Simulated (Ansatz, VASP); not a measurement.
# One calculation of RhC, two programs

```
Rh C
1.0
     0.00000    2.30330    2.30330
     2.30330    0.00000    2.30330
     2.30330    2.30330    0.00000
Rh C
1 1
Direct
  0.00000 0.00000 0.00000
  0.25000 0.25000 0.25000
```

Alike in both runs: task relaxation of cell and atoms; functional PBE; k mesh 14 × 14 × 14; occupations fermi-dirac, width 0.1 eV; no spin polarisation.

|  | VASP | Ansatz |
| --- | --- | --- |
| version | VASP 6.6.1 | Ansatz 0.2.0 |
| potentials or method | VASP PAW PBE potentials, release 64 (Rh_pv, C) | PAW with Ansatz's default frozen-core files, scalar-relativistic |
| plane-wave cutoff (eV) | 600 | 420 |
| valence electrons in the cell | 19 | 21 |

```csv
,VASP,Ansatz,Ansatz less VASP
relaxed volume (Å³/atom),12.02,12.02,+0.003
relaxed cell length with the largest relative difference (Å),3.240,3.240,+0.0003
```

VASP's potentials hold 19 valence electrons a cell and Ansatz's 21, so a difference there can come from the potentials and not from the codes.
